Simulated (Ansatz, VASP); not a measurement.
# Zn6O: VASP beside Ansatz

```
Zn O
1.0
     2.54974    1.47210    4.47091
    -2.54974    1.47210    4.47091
     0.00000   -2.94419    4.47091
Zn O
6 1
Direct
  0.26735 0.92016 0.55000
  0.55000 0.26735 0.92016
  0.07984 0.45000 0.73265
  0.45000 0.73265 0.07984
  0.73265 0.07984 0.45000
  0.92016 0.55000 0.26735
  0.00000 0.00000 0.00000
```

Change from the starting cell: species swapped into the TeF6 type (R-3, No. 148).

Alike in both runs: task relaxation of cell and atoms; functional PBE; k mesh 6 × 6 × 6; occupations gaussian, width 0.1 eV; no spin polarisation.

|  | VASP | Ansatz |
| --- | --- | --- |
| version | VASP 6.6.1 | Ansatz 0.2.0 |
| potentials or method | VASP PAW PBE potentials, release 64 (Zn, O), cutoff 600 eV | scalar-relativistic, plane waves, PAW |
| valence electrons in the cell | 78 | 78 |

```csv
,VASP,Ansatz,Ansatz less VASP
"gap on the k mesh at the Fermi level, each at its own relaxed structure (eV)",none,none,-
relaxed volume (Å³/atom),14.49,14.44,-0.046
relaxed length of the cell vector where the two differ most in proportion (Å),5.365,5.354,-0.0108
```

A gap of «none» marks a metal or a gap that the smearing closes.
